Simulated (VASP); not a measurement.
# Zn8Au7 (a cell with a defect) in VASP: single point with PBE

Aim: the single point of Zn8Au7 (a cell with a defect) with PBE.

Everything below comes from runs of VASP 6.6.1. Logs are shortened: lines on timing, memory, paths and dates and some standing lists are left out, and cuts for length are marked.

## 1. The cell of the first run

The cell holds a defect, 15 atoms: a = 6.356 Å, b = 6.356 Å, c = 6.356 Å, α = 90.00°, β = 90.00°, γ = 90.00°.

## 2. Single point, PBE

The input, INCAR:

```
SYSTEM = Zn8Au7
PREC = Accurate ; ENCUT = 520
EDIFF = 1E-6 ; ISMEAR = -1
SIGMA = 0.1 ; LREAL = Auto
LASPH = .True. ; NELM = 60
ALGO = Normal ; ISIF = 2
LWAVE = .False. ; LCHARG = .False.
GGA = PE ; NBANDS = 100
```

The input, KPOINTS:

```
regular mesh
0
Gamma
  2 2 2
  0 0 0
```

The input, POSCAR:

```
Zn8Au7
1.0
    6.3559340000      0.0000000000      0.0000000000
    0.0000000000      6.3559340000      0.0000000000
    0.0000000000      0.0000000000      6.3559340000
Au Zn
7 8
Direct
   -0.0009993811     -0.0003466052      0.0020629541
   -0.0012043863     -0.0005250212      0.5021705701
   -0.0020077301      0.4995976988      0.0024981380
    0.4986949204      0.4996768374      0.5022860527
    0.4984685178     -0.0002817839      0.0024402393
    0.4979129739     -0.0003495946      0.5028913138
    0.4988429710      0.4995121095      0.0022482927
    0.2415712624      0.2567658821      0.2591633267
    0.2414763904      0.2569180234      0.7455058533
    0.2419644383      0.7427657367      0.2587125669
    0.2415803877      0.7423775955      0.7456759306
    0.7551914479      0.2560127276      0.2592698414
    0.7552007305      0.2560290903      0.7454882319
    0.7551063306      0.7432621232      0.2591778014
    0.7553632558      0.7430151100      0.7453666133
```

Potentials or basis: VASP PAW PBE potentials, release 64 (Au, Zn).

The run is started by

```sh
$ cat potpaw_PBE.64/Au/POTCAR potpaw_PBE.64/Zn/POTCAR > POTCAR
$ mpirun -np 1 vasp_std > vasp.out
```

OUTCAR:

```text
SYSTEM = Zn8Au7
   PREC = Accurate
   ENCUT = 520
   EDIFF = 1E-6
   ISMEAR = -1
   LREAL = Auto
   LASPH = .True.
   NELM = 60
   ISIF = 2
   GGA = PE

 ion  position               nearest neighbor table
   1  0.999  1.000  0.002-  11 2.78   9 2.78  10 2.78  13 2.78   8 2.78  15 2.78  12 2.78  14 2.78
                             5 3.17   2 3.18   3 3.18   3 3.18   2 3.18   5 3.18
   2  0.999  0.999  0.502-  14 2.73  12 2.73  15 2.73   8 2.73  10 2.73  11 2.73  13 2.73   9 2.73
                             6 3.17   1 3.18   1 3.18   6 3.18
   3  0.998  0.500  0.002-   8 2.73  12 2.73   9 2.73  11 2.73  15 2.73  14 2.73  10 2.73  13 2.73
                             7 3.17   1 3.18   1 3.18   7 3.18
   4  0.499  0.500  0.502-  15 2.73  14 2.73  12 2.73   8 2.73   9 2.73  11 2.73  13 2.73  10 2.73
                             7 3.18   6 3.18   6 3.18   7 3.18
   5  0.498  1.000  0.002-  10 2.82  14 2.82  12 2.83  13 2.83   8 2.83  15 2.83  11 2.83   9 2.83
                             1 3.17   6 3.18   7 3.18   7 3.18   6 3.18   1 3.18
   6  0.498  1.000  0.503-  13 2.78   9 2.78  11 2.78  15 2.78  10 2.78   8 2.78  12 2.78  14 2.78
                             2 3.17   5 3.18   4 3.18   4 3.18   5 3.18   2 3.18
   7  0.499  0.500  0.002-  13 2.78  10 2.78  11 2.78   9 2.78  12 2.78  15 2.78  14 2.78   8 2.78
                             3 3.17   5 3.18   4 3.18   4 3.18   5 3.18   3 3.18
   8  0.242  0.257  0.259-   3 2.73   2 2.73   4 2.73   1 2.78   7 2.78   6 2.78   5 2.83
   9  0.241  0.257  0.746-   3 2.73   4 2.73   2 2.73   1 2.78   6 2.78   7 2.78   5 2.83
  10  0.242  0.743  0.259-   3 2.73   2 2.73   4 2.73   1 2.78   7 2.78   6 2.78   5 2.82
  11  0.242  0.742  0.746-   3 2.73   4 2.73   2 2.73   1 2.78   6 2.78   7 2.78   5 2.83
  12  0.755  0.256  0.259-   2 2.73   3 2.73   4 2.73   7 2.78   6 2.78   1 2.78   5 2.83
  13  0.755  0.256  0.745-   4 2.73   3 2.73   2 2.73   6 2.78   7 2.78   1 2.78   5 2.83
  14  0.755  0.743  0.259-   2 2.73   4 2.73   3 2.73   7 2.78   6 2.78   1 2.78   5 2.82
  15  0.755  0.743  0.745-   2 2.73   4 2.73   3 2.73   6 2.78   7 2.78   1 2.78   5 2.83

  LATTYP: Found a simple cubic cell.
 ALAT       =     6.3559340000

  Lattice vectors:

 A1 = (   6.3559340000,   0.0000000000,   0.0000000000)
 A2 = (   0.0000000000,   6.3559340000,   0.0000000000)
 A3 = (   0.0000000000,   0.0000000000,   6.3559340000)

Analysis of symmetry for initial positions (statically):
=====================================================================
 Subroutine PRICEL returns:
 Original cell was already a primitive cell.

 Routine SETGRP: Setting up the symmetry group for a
 simple cubic supercell.

 Subroutine GETGRP returns: Found  1 space group operations
[... 146 lines left out ...]
     AMIX_MAG =   1.60;   BMIX_MAG =  1.00
  volume/ion in A,a.u.               =      17.12       115.52
  Fermi-wavevector in a.u.,A,eV,Ry     =   1.435195  2.712125 28.025060  2.059784
  Thomas-Fermi vector in A             =   2.554520
   LORBIT       =      0    0 simple, 1 ext, 2 COOP (PROOUT), +10 PAW based schemes
   GGA     = PE    functional components
   LHFCALC =     F    Hartree Fock is set to
   AEXX    =    0.0000 exact exchange contribution
   IVDW    =     0    specifies the selected vdW correction
   LEPSILON=     F    determine dielectric tensor
   LRPA    =     F    only Hartree local field effects (RPA)
 non-spin polarized calculation
  energy-cutoff  :      520.00
  volume of cell :      256.77
 maximum number of plane-waves:      6968
 NGX is ok and might be reduce to    48
   NGX = 23   NGY = 23   NGZ = 23

 number of electron     172.9999970 magnetization

 Free energy of the ion-electron system (eV)
  ---------------------------------------------------
  ext. energy  EPLUGINS =         0.00000000
  ---------------------------------------------------
  free energy    TOTEN  =       -34.93942754 eV

  energy without entropy =      -34.76065433  energy(sigma->0) =      -34.85004094

 E-fermi :   6.2977     XC(G=0): -11.7254

 val. band max:        6.1879098397   @ k =   0.5000   0.0000   0.0000
 cond. band min:       6.3449829308   @ k =   0.5000   0.0000   0.0000
 fundamental gap:      0.1570730911
 Fermi energy:         6.2976664603

 k-point     1 :       0.0000    0.0000    0.0000
  band No.  band energies     occupation
      1      -4.1637      2.00000
      2      -2.2726      2.00000
      3      -2.2726      2.00000
      4      -2.1251      2.00000
      5      -2.1251      2.00000
      6      -2.1251      2.00000
[... 797 lines left out ...]
     97       9.2045      0.00000
     98       9.2056      0.00000
 [bands above 98 left out]

------------------------ aborting loop because EDIFF is reached ----------------------------------------

  FORCE on cell =-STRESS in cart. coord.  units (eV):
  Direction    XX          YY          ZZ          XY          YZ          ZX
  --------------------------------------------------------------------------------------
  -------------------------------------------------------------------------------------
  Total       -3.4802610     -3.4854737     -3.4630465      0.0079261     -0.0083834     -0.0048289
  in kB      -21.7162217    -21.7487476    -21.6088062      0.0494576     -0.0523109     -0.0301317
  external PRESSURE =     -21.6912585 kB  Pullay stress =       0.0000000 kB

 VOLUME and BASIS-vectors are now :
 -----------------------------------------------------------------------------
  energy-cutoff  :      520.00
  volume of cell :      256.77
      direct lattice vectors                 reciprocal lattice vectors
     6.355934000  0.000000000  0.000000000     0.157333289  0.000000000  0.000000000
     0.000000000  6.355934000  0.000000000     0.000000000  0.157333289  0.000000000
     0.000000000  0.000000000  6.355934000     0.000000000  0.000000000  0.157333289

 POSITION                                       TOTAL-FORCE (eV/Angst)
 -----------------------------------------------------------------------------------
      6.34958      6.35373      0.01311        -0.000794      0.000124      0.001383
      6.34828      6.35260      3.19176         0.000758      0.000385      0.000278
      6.34317      3.17541      0.01588         0.001483      0.000299     -0.000818
      3.16967      3.17591      3.19250        -0.000121     -0.000505     -0.001045
      3.16823      6.35414      0.01551        -0.000262      0.000320     -0.002263
      3.16470      6.35371      3.19634         0.001615      0.000104     -0.001477
      3.17061      3.17487      0.01429        -0.000403     -0.000948     -0.001065
      1.53541      1.63199      1.64722        -0.002597      0.003336      0.002764
      1.53481      1.63295      4.73839        -0.002521      0.002871     -0.001844
      1.53791      4.72097      1.64436        -0.004337     -0.003674      0.005319
      1.53547      4.71850      4.73947        -0.003144     -0.002783     -0.002225
      4.79995      1.62720      1.64790         0.002615      0.003091      0.002216
      4.80001      1.62730      4.73827         0.002933      0.003534     -0.001894
      4.79941      4.72412      1.64732         0.002684     -0.003487      0.002059
      4.80104      4.72256      4.73750         0.002092     -0.002666     -0.001386
 -----------------------------------------------------------------------------------
    total drift:                                0.006476     -0.001625     -0.009884

  FREE ENERGIE OF THE ION-ELECTRON SYSTEM (eV)
  ---------------------------------------------------
  free  energy   TOTEN  =       -34.9394275402 eV

  energy  without entropy=      -34.7606543305  energy(sigma->0) =      -34.85004094
```

It took 3.3 min on 1 thread of Intel Xeon 6975P-C (Granite Rapids), shared host; peak memory 0.39 GiB.

What came out:

```yaml
Free_energy: -34.9394 eV
Pressure: -2.2 GPa
Largest_force: 0.008 eV/Å
```

Forces in eV/Å, atoms in the order of the input:
```
Au  -0.001  0.000  0.001
Au   0.001  0.000  0.000
Au   0.001  0.000 -0.001
Au   0.000 -0.001 -0.001
Au   0.000  0.000 -0.002
Au   0.002  0.000 -0.001
Au   0.000 -0.001 -0.001
Zn  -0.003  0.003  0.003
Zn  -0.003  0.003 -0.002
Zn  -0.004 -0.004  0.005
Zn  -0.003 -0.003 -0.002
Zn   0.003  0.003  0.002
Zn   0.003  0.004 -0.002
Zn   0.003 -0.003  0.002
Zn   0.002 -0.003 -0.001
```

Caveat: the k points lie up to 0.49 Å⁻¹ apart; spin-orbit coupling is left out, which moves the levels of the heavy elements.
